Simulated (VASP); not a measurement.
# ZrS2 (scan) (P-3m1) in VASP: a series of runs

ZrS2 (scan) is run at these levels: r2SCAN; tasks: single point.

All numbers are computed with VASP 6.6.1; they aren't measurements. Logs are shortened: lines on timing, memory, paths and dates and some standing lists are left out, and cuts for length are marked.

## (1) The cell of the first run

Symmetry: P-3m1, No. 164, trigonal system. Conventional cell: a = 3.691 Å, b = 3.691 Å, c = 6.041 Å, α = 90.00°, β = 90.00°, γ = 120.00°. Within 3.4 Å of Zr (site symmetry -3m) lie 6 S at 2.57 Å. S (site symmetry 3m) has 3 Zr at 2.57 Å within 3.4 Å.

## (2) Single point, r2SCAN

Contents of POSCAR:

```
ZrS2
1.0
    3.6913825500      0.0000000000      0.0000000000
   -1.8456912700      3.1968310600      0.0000000000
    0.0000000000      0.0000000000      6.0410770100
Zr S
1 2
Direct
    0.0000000000      0.0000000000      0.0000000000
    0.6666666700      0.3333333300      0.7620900300
    0.3333333300      0.6666666700      0.2379099700
```

Contents of INCAR.step1:

```
PREC = Accurate
ENCUT = 550
ISMEAR = 0
SIGMA = 0.1
LREAL = False
LASPH = True
NELM = 120
NBANDS = 19
GGA = PE
ALGO = Normal
EDIFF = 1E-5
LWAVE = True
LCHARG = False
GGA_COMPAT = False
```

Contents of INCAR.step2:

```
PREC = Accurate
ENCUT = 550
EDIFF = 1E-6
ISMEAR = 0
SIGMA = 0.1
LREAL = False
LASPH = True
NELM = 120
ALGO = Normal
ISIF = 2
LWAVE = False
LCHARG = False
METAGGA = R2SCAN
LMIXTAU = True
NBANDS = 19
ISTART = 1
GGA_COMPAT = False
```

Contents of KPOINTS:

```
Automatic mesh
0
Gamma
  6 6 4
```

Potentials or basis: VASP PAW PBE potentials, release 64 (Zr_sv, S).

The run is started by

```sh
> cat potpaw_PBE.64/Zr_sv/POTCAR potpaw_PBE.64/S/POTCAR > POTCAR
> cp INCAR.step1 INCAR
> mpirun -np 1 vasp_std > vasp.out
> cp INCAR.step2 INCAR
> mpirun -np 1 vasp_std > vasp.out
```

OUTCAR:

```text
PREC = Accurate
   ENCUT = 550
   EDIFF = 1E-6
   ISMEAR = 0
   LREAL = False
   LASPH = True
   NELM = 120
   ISIF = 2
   METAGGA = R2SCAN
   ISTART = 1

 ion  position               nearest neighbor table
   1  0.000  0.000  0.000-   2 2.57   3 2.57   3 2.57   2 2.57   2 2.57   3 2.57
   2  0.667  0.333  0.762-   1 2.57   1 2.57   1 2.57
   3  0.333  0.667  0.238-   1 2.57   1 2.57   1 2.57

  LATTYP: Found a hexagonal cell.
 ALAT       =     3.6913825500
 C/A-ratio  =     1.6365350727

  Lattice vectors:

 A1 = (   3.6913825500,   0.0000000000,   0.0000000000)
 A2 = (  -1.8456912700,   3.1968310600,   0.0000000000)
 A3 = (   0.0000000000,   0.0000000000,   6.0410770100)

Analysis of symmetry for initial positions (statically):
=====================================================================
 Subroutine PRICEL returns:
 Original cell was already a primitive cell.

 Routine SETGRP: Setting up the symmetry group for a
 hexagonal supercell.

 Subroutine GETGRP returns: Found 12 space group operations
 (whereof 12 operations were pure point group operations)
 out of a pool of 24 trial point group operations.

The static configuration has the point symmetry D_3d.

Analysis of symmetry for dynamics (positions and initial velocities):
=====================================================================
 Subroutine PRICEL returns:
 Original cell was already a primitive cell.

 Routine SETGRP: Setting up the symmetry group for a
 hexagonal supercell.

 Subroutine GETGRP returns: Found 12 space group operations
 (whereof 12 operations were pure point group operations)
 out of a pool of 24 trial point group operations.

The dynamic configuration has the point symmetry D_3d.

 Subroutine INISYM returns: Found 12 space group operations
 (whereof 12 operations are pure point group operations),
 and found     1 'primitive' translations

----------------------------------------------------------------------------------------

                                     Primitive cell

  volume of cell :      71.2891

  direct lattice vectors                    reciprocal lattice vectors
     3.691382550  0.000000000  0.000000000     0.270901210  0.156404886  0.000000000
    -1.845691270  3.196831060  0.000000000     0.000000000  0.312809774  0.000000000
     0.000000000  0.000000000  6.041077010     0.000000000  0.000000000  0.165533397

  length of vectors
     3.691382550  3.691382545  6.041077010     0.312809773  0.312809774  0.165533397

  position of ions in fractional coordinates (direct lattice)
     0.000000000  0.000000000  0.000000000
     0.666666670  0.333333330  0.762090030
     0.333333330  0.666666670  0.237909970

  ion indices of the primitive-cell ions
   primitive index   ion index
                 1           1
                 2           2
                 3           3

----------------------------------------------------------------------------------------

 KPOINTS: Automatic mesh

Automatic generation of k-mesh.
 Grid dimensions read from file:
 generate k-points for:    6    6    4

 Generating k-lattice:

  Cartesian coordinates                     Fractional coordinates (reciprocal lattice)
     0.045150202  0.026067481  0.000000000     0.166666667  0.000000000  0.000000000
     0.000000000  0.052134962  0.000000000     0.000000000  0.166666667  0.000000000
     0.000000000  0.000000000  0.041383349     0.000000000  0.000000000  0.250000000

  Length of vectors
     0.052134962  0.052134962  0.041383349

  Shift w.r.t. Gamma in fractional coordinates (k-lattice)
     0.000000000  0.000000000  0.000000000

 Subroutine IBZKPT returns following result:
 ===========================================

 Found     24 irreducible k-points:

 Following reciprocal coordinates:
            Coordinates               Weight
  0.000000  0.000000  0.000000      1.000000
  0.166667  0.000000  0.000000      6.000000
  0.333333  0.000000  0.000000      6.000000
  0.500000  0.000000  0.000000      3.000000
  0.166667  0.166667  0.000000      6.000000
  0.333333  0.166667  0.000000     12.000000
[... 16 lines left out ...]
  0.333333  0.166667  0.500000     12.000000
  0.333333  0.333333  0.500000      2.000000
   k-points           NKPTS =     24   k-points in BZ     NKDIM =     24   number of bands    NBANDS=     19
   number of dos      NEDOS =    301   number of ions     NIONS =      3
   total plane-waves  NPLWV =  37632
   dimension x,y,z NGX =    28 NGY =   28 NGZ =   48
   dimension x,y,z NGXF=    56 NGYF=   56 NGZF=   96
   ions per type =               1   2
   NGX,Y,Z   is equivalent  to a cutoff of  12.61, 12.61, 13.21 a.u.
   NGXF,Y,Z  is equivalent  to a cutoff of  25.22, 25.22, 26.42 a.u.
 SYSTEM =  unknown system
   PREC   = accura    normal or accurate (medium, high low for compatibility)
   ISTART =      1    job   : 0-new  1-cont  2-samecut
   ICHARG =      0    charge: 1-file 2-atom 10-const
   ISPIN  =      1    spin polarized calculation?
   LNONCOLLINEAR =      F non collinear calculations
   LSORBIT =      F    spin-orbit coupling
   LASPH  =      T    aspherical Exc in radial PAW
   ENCUT  =  550.0 eV  40.42 Ry    6.36 a.u.   7.06  7.06 11.55*2*pi/ulx,y,z
   NELM   =    120;   NELMIN=  2; NELMDL=  0     # of ELM steps
   EDIFF  = 0.1E-05   stopping-criterion for ELM
   LREAL  =      F    real-space projection
   EDIFFG = 0.1E-04   stopping-criterion for IOM
   NSW    =      0    number of steps for IOM
   IBRION =     -1    ionic relax: 0-MD 1-quasi-New 2-CG
   NFREE  =      0    steps in history (QN), initial steepest desc. (CG)
   ISIF   =      2    stress and relaxation
   ISYM   =      2    0-nonsym 1-usesym 2-fastsym
   POTIM  = 0.5000    time-step for ionic-motion
   TEBEG  =    0.0;   TEEND  =   0.0 temperature during run
   PSTRESS=    0.0 pullay stress
   NELECT =      24.0000    total number of electrons
   NUPDOWN=      -1.0000    fix difference up-down
   EMIN   =  10.00;   EMAX   =-10.00  energy-range for DOS
   EFERMI =   0.00;   METHOD = LEGACY
   ISMEAR =     0;   SIGMA  =   0.10  broadening in eV -4-tet -1-fermi 0-gaus
   EFERMI_NEDOS =   21; number of points for ismear=-14 and -15
   IALGO  =     38    algorithm
   IMIX   =      4    mixing-type and parameters
     AMIX     =   0.40;   BMIX     =  1.00
     AMIX_MAG =   1.60;   BMIX_MAG =  1.00
  volume/ion in A,a.u.               =      23.76       160.36
  Fermi-wavevector in a.u.,A,eV,Ry     =   1.138861  2.152136 17.646828  1.297005
  Thomas-Fermi vector in A             =   2.275565
   LORBIT       =      0    0 simple, 1 ext, 2 COOP (PROOUT), +10 PAW based schemes
   METAGGA = R2SCAN    functional components
   LHFCALC =     F    Hartree Fock is set to
   AEXX    =    0.0000 exact exchange contribution
   IVDW    =     0    specifies the selected vdW correction
   LEPSILON=     F    determine dielectric tensor
   LRPA    =     F    only Hartree local field effects (RPA)
 non-spin polarized calculation
 Gauss-broadening in eV      SIGMA  =   0.10
  energy-cutoff  :      550.00
  volume of cell :       71.29
 maximum number of plane-waves:      2109
   NGX = 15   NGY = 15   NGZ = 23

 number of electron      23.9999999 magnetization

 Free energy of the ion-electron system (eV)
  ---------------------------------------------------
  ext. energy  EPLUGINS =         0.00000000
  ---------------------------------------------------
  free energy    TOTEN  =       -44.15505579 eV

  energy without entropy =      -44.15505579  energy(sigma->0) =      -44.15505579

 E-fermi :   4.3639     XC(G=0):  -9.8475

 val. band max:        3.8567116411   @ k =   0.1667   0.0000   0.0000
 cond. band min:       5.2379845637   @ k =   0.5000   0.0000   0.5000
 fundamental gap:      1.3812729226
 Fermi energy:         4.3639112085

 k-point     1 :       0.0000    0.0000    0.0000
  band No.  band energies     occupation
      1     -46.7571      2.00000
      2     -24.1080      2.00000
      3     -23.9549      2.00000
      4     -23.9549      2.00000
      5      -9.2122      2.00000
      6      -7.7646      2.00000
[... 11 lines left out ...]
     18      10.4000      0.00000
     19      10.4362      0.00000

 k-point     2 :       0.1667    0.0000    0.0000
  band No.  band energies     occupation
      1     -46.7525      2.00000
      2     -24.0936      2.00000
      3     -24.0200      2.00000
      4     -23.9687      2.00000
      5      -8.9366      2.00000
      6      -7.8369      2.00000
[... 11 lines left out ...]
     18      11.4647      0.00000
     19      11.9720      0.00000

 k-point     3 :       0.3333    0.0000    0.0000
  band No.  band energies     occupation
      1     -46.7433      2.00000
      2     -24.1486      2.00000
      3     -24.0633      2.00000
      4     -23.9963      2.00000
      5      -8.3793      2.00000
      6      -7.9245      2.00000
[... 11 lines left out ...]
     18      11.9681      0.00000
     19      12.7615      0.00000

 k-point     4 :       0.5000    0.0000    0.0000
  band No.  band energies     occupation
      1     -46.7387      2.00000
      2     -24.2108      2.00000
      3     -24.0488      2.00000
      4     -24.0100      2.00000
      5      -8.2395      2.00000
      6      -7.7817      2.00000
[... 11 lines left out ...]
     18      11.2086      0.00000
     19      12.4622      0.00000

 k-point     5 :       0.1667    0.1667    0.0000
  band No.  band energies     occupation
      1     -46.7456      2.00000
      2     -24.1036      2.00000
      3     -24.0722      2.00000
      4     -24.0017      2.00000
      5      -8.4963      2.00000
      6      -7.9357      2.00000
[... 11 lines left out ...]
     18      12.7580      0.00000
     19      13.3852      0.00000

 k-point     6 :       0.3333    0.1667    0.0000
  band No.  band energies     occupation
      1     -46.7387      2.00000
      2     -24.1771      2.00000
      3     -24.0516      2.00000
      4     -24.0422      2.00000
      5      -8.1296      2.00000
      6      -7.8986      2.00000
[... 11 lines left out ...]
     18      12.3501      0.00000
     19      12.8238      0.00000

 k-point     7 :       0.3333    0.3333    0.0000
  band No.  band energies     occupation
      1     -46.7364      2.00000
      2     -24.1302      2.00000
      3     -24.1302      2.00000
      4     -24.0424      2.00000
      5      -7.9410      2.00000
      6      -7.9410      2.00000
[... 11 lines left out ...]
     18      12.2886      0.00000
     19      14.2617      0.00000

 k-point     8 :       0.0000    0.0000    0.2500
  band No.  band energies     occupation
      1     -46.7571      2.00000
      2     -24.1081      2.00000
      3     -23.9549      2.00000
      4     -23.9549      2.00000
      5      -9.1263      2.00000
      6      -7.9020      2.00000
[... 256 lines left out ...]
 k-point    20 :       0.3333    0.0000    0.5000
  band No.  band energies     occupation
      1     -46.7433      2.00000
      2     -24.1486      2.00000
      3     -24.0635      2.00000
      4     -23.9963      2.00000
      5      -8.3226      2.00000
      6      -7.9823      2.00000
[... 11 lines left out ...]
     18      11.2710      0.00000
     19      12.3018      0.00000

 k-point    21 :       0.5000    0.0000    0.5000
  band No.  band energies     occupation
      1     -46.7387      2.00000
      2     -24.2108      2.00000
      3     -24.0489      2.00000
      4     -24.0100      2.00000
      5      -8.3051      2.00000
      6      -7.6967      2.00000
[... 11 lines left out ...]
     18      10.7222      0.00000
     19      11.7352      0.00000

 k-point    22 :       0.1667    0.1667    0.5000
  band No.  band energies     occupation
      1     -46.7456      2.00000
      2     -24.1036      2.00000
      3     -24.0725      2.00000
      4     -24.0017      2.00000
      5      -8.3387      2.00000
      6      -8.1100      2.00000
[... 11 lines left out ...]
     18      13.0246      0.00000
     19      13.1357      0.00000

 k-point    23 :       0.3333    0.1667    0.5000
  band No.  band energies     occupation
      1     -46.7387      2.00000
      2     -24.1771      2.00000
      3     -24.0517      2.00000
      4     -24.0423      2.00000
      5      -8.1722      2.00000
      6      -7.8494      2.00000
[... 11 lines left out ...]
     18      11.6085      0.00000
     19      12.5094      0.00000

 k-point    24 :       0.3333    0.3333    0.5000
  band No.  band energies     occupation
      1     -46.7364      2.00000
      2     -24.1302      2.00000
      3     -24.1302      2.00000
      4     -24.0426      2.00000
      5      -7.9432      2.00000
      6      -7.9432      2.00000
[... 11 lines left out ...]
     18      12.6424      0.00000
     19      13.1509      0.00000

------------------------ aborting loop because EDIFF is reached ----------------------------------------

  FORCE on cell =-STRESS in cart. coord.  units (eV):
  Direction    XX          YY          ZZ          XY          YZ          ZX
  --------------------------------------------------------------------------------------
  -------------------------------------------------------------------------------------
  Total       -0.0036737     -0.0036737      0.0089037     -0.0000000      0.0000000      0.0000000
  in kB       -0.0825650     -0.0825650      0.2001044     -0.0000000      0.0000000      0.0000000
  external PRESSURE =       0.0116581 kB  Pullay stress =       0.0000000 kB

 VOLUME and BASIS-vectors are now :
 -----------------------------------------------------------------------------
  energy-cutoff  :      550.00
  volume of cell :       71.29
      direct lattice vectors                 reciprocal lattice vectors
     3.691382550  0.000000000  0.000000000     0.270901210  0.156404886  0.000000000
    -1.845691270  3.196831060  0.000000000     0.000000000  0.312809774  0.000000000
     0.000000000  0.000000000  6.041077010     0.000000000  0.000000000  0.165533397

 POSITION                                       TOTAL-FORCE (eV/Angst)
 -----------------------------------------------------------------------------------
      0.00000      0.00000      0.00000        -0.000000      0.000000      0.000000
      1.84569      1.06561      4.60384        -0.000000      0.000000      0.022820
     -0.00000      2.13122      1.43723         0.000000      0.000000     -0.022820
 -----------------------------------------------------------------------------------
    total drift:                               -0.000000     -0.000000     -0.000000

  FREE ENERGIE OF THE ION-ELECTRON SYSTEM (eV)
  ---------------------------------------------------
  free  energy   TOTEN  =       -44.1550557901 eV

  energy  without entropy=      -44.1550557901  energy(sigma->0) =      -44.15505579
```

Wall time 3.6 min (1 thread of Intel Xeon 8259CL, shared host); peak memory 0.21 GiB.

Results:

- Free energy: -44.1551 eV
- Pressure: 0.0 GPa
- Largest force: 0.023 eV/Å
- Band gap on the k mesh: 1.38 eV, indirect (least direct gap 1.95 eV)

Forces on the atoms (eV/Å):
```
Zr   0.000  0.000  0.000
S    0.000  0.000  0.023
S    0.000  0.000 -0.023
```

Caveat: the PAW data sets were made with another functional, which shifts forces and pressure a little. A k mesh can miss the band edges.

## (3) Single point, r2SCAN

This run uses another cell than the first one, of 23.98 Å³/atom, 1.009 times its volume.

Contents of POSCAR:

```
ZrS2
1.0
    3.6915459102     -0.0000000029      0.0000000000
   -1.8457729526      3.1969725389      0.0000000000
    0.0000000000      0.0000000000      6.0957938763
Zr S
1 2
Direct
    0.0000000000      0.0000000000      0.0000000000
    0.6666666667      0.3333333333      0.7643184144
    0.3333333333      0.6666666667      0.2356815856
```

Contents of INCAR.step1:

```
SYSTEM = ZrS2
PREC = Accurate
ENCUT = 550
ISMEAR = 0
SIGMA = 0.02
LREAL = .False.
LASPH = .True.
NELM = 120
NBANDS = 19
GGA = PE
ALGO = Normal
EDIFF = 1E-5
LWAVE = .True.
LCHARG = .False.
GGA_COMPAT = .False.
```

Contents of INCAR.step2:

```
SYSTEM = ZrS2
PREC = Accurate
ENCUT = 550
EDIFF = 1E-6
ISMEAR = 0
SIGMA = 0.02
LREAL = .False.
LASPH = .True.
NELM = 120
ALGO = Normal
ISIF = 2
LWAVE = .False.
LCHARG = .False.
METAGGA = R2SCAN
LMIXTAU = .True.
NBANDS = 19
ISTART = 1
GGA_COMPAT = .False.
```

Contents of KPOINTS:

```
Automatic mesh
0
Gamma
  9 9 6
  0 0 0
```

Potentials or basis: VASP PAW PBE potentials, release 64 (Zr_sv, S).

The run is started by

```sh
> cat potpaw_PBE.64/Zr_sv/POTCAR potpaw_PBE.64/S/POTCAR > POTCAR
> cp INCAR.step1 INCAR
> mpirun -np 1 vasp_std > vasp.out
> cp INCAR.step2 INCAR
> mpirun -np 1 vasp_std > vasp.out
```

Wall time 7.7 min (1 thread of Intel Xeon 8259CL, shared host); peak memory 0.25 GiB.

The run converged. Its results:

| Property | Result |
| --- | --- |
| Free energy | -44.1618 eV |
| Pressure | -0.1 GPa |
| Band gap on the k mesh | 1.41 eV, indirect (least direct gap 2.00 eV) |

Levels at points of the mesh, in eV from the valence-band top:
| k point | band 9 | band 10 | band 11 | band 12 | band 13 | band 14 | band 15 | band 16 |
| --- | --- | --- | --- | --- | --- | --- | --- | --- |
| (0.00, 0.00, 0.00) | -2.85 | -0.08 | -0.08 | -0.07 | 1.94 | 1.94 | 2.84 | 5.40 |
| (0.00, 0.00, 0.50) | -2.83 | -1.54 | -0.17 | -0.17 | 1.92 | 1.92 | 3.18 | 5.66 |

Caveat: the PAW data sets were made with another functional, which shifts forces and pressure a little.
